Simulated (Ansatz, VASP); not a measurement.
# One calculation of Hg, two programs

INCAR

```
  ALGO = Normal
  EDIFF = 1E-7
  ENCUT = 520
  GGA = PS
  ISIF = 2
  ISMEAR = 0
  LASPH = T
  LCHARG = F
  LREAL = F
  LWAVE = F
  NBANDS = 25
  NELM = 80
  PREC = Accurate
  SIGMA = 0.05
```

Contents of KPOINTS:

```
k-points
0
Gamma
  12 12 4
```

Contents of POSCAR:

```
Hg
1.0
    3.0987594863     -1.9277135224     -0.0761079105
    3.0987594863      1.9277135224     -0.0761079105
   -2.2779685698      0.0000000000      8.1894602880
Hg
3
Direct
    0.7705999344      0.7682198331      0.3411069444
    0.2317801669      0.2294000656      0.6588930556
   -0.0023801014      0.0023801014      0.0000000000
```

Input for Ansatz:

```yaml
crystal:
  lattice:
    - [3.0987594863, -1.9277135224, -0.0761079105]
    - [3.0987594863, 1.9277135224, -0.0761079105]
    - [-2.2779685698, 0.0, 8.189460288]
  atoms:
    - { symbol: Hg, position: [0.7705999344, 0.7682198331, 0.3411069444] }
    - { symbol: Hg, position: [0.2317801669, 0.2294000656, 0.6588930556] }
    - { symbol: Hg, position: [-0.0023801014, 0.0023801014, 0.0] }
basis:
  ecutwfc: 420
kpoints:
  mp_grid: { grid: [12, 12, 4] }
hamiltonian:
  xc: pbesol
scf:
  occupations: { method: gaussian, width: 0.05 }
output:
  forces: true
  stress: true
  eigenvalues: true
```

Alike in both runs: task single point; functional PBEsol; k mesh 12 × 12 × 4; occupations gaussian, width 0.05 eV; no spin polarisation.

|  | VASP | Ansatz |
| --- | --- | --- |
| version | VASP 6.6.1 | Ansatz 0.2.0 |
| potentials or method | VASP PAW PBE potentials, release 64 (Hg), cutoff 520 eV | scalar-relativistic, plane waves, PAW |
| valence electrons in the cell | 36 | 60 |

```tsv
	VASP	Ansatz	Ansatz less VASP
gap on the k mesh at the Fermi level (eV)	0.11	0.10	-0.010
least direct gap on the mesh (eV)	1.13	1.11	-0.012
pressure (GPa)	-2.7	-2.7	-0.04
traceless stress, the component that is largest in VASP (GPa)	-0.14	-0.13	+0.015
rms of the force components (eV/Å)	0.008	0.006	-0.0020
```

VASP's potentials were made for PBE, not for PBEsol. Atom by atom the forces differ by 0.002 eV/Å (rms over components). With one functional, cell and mesh, what is left measures potentials, basis and numerics. VASP's potentials hold 36 valence electrons a cell and Ansatz's 60, so a difference there can come from the potentials and not from the codes.

Spin-orbit coupling is off throughout.
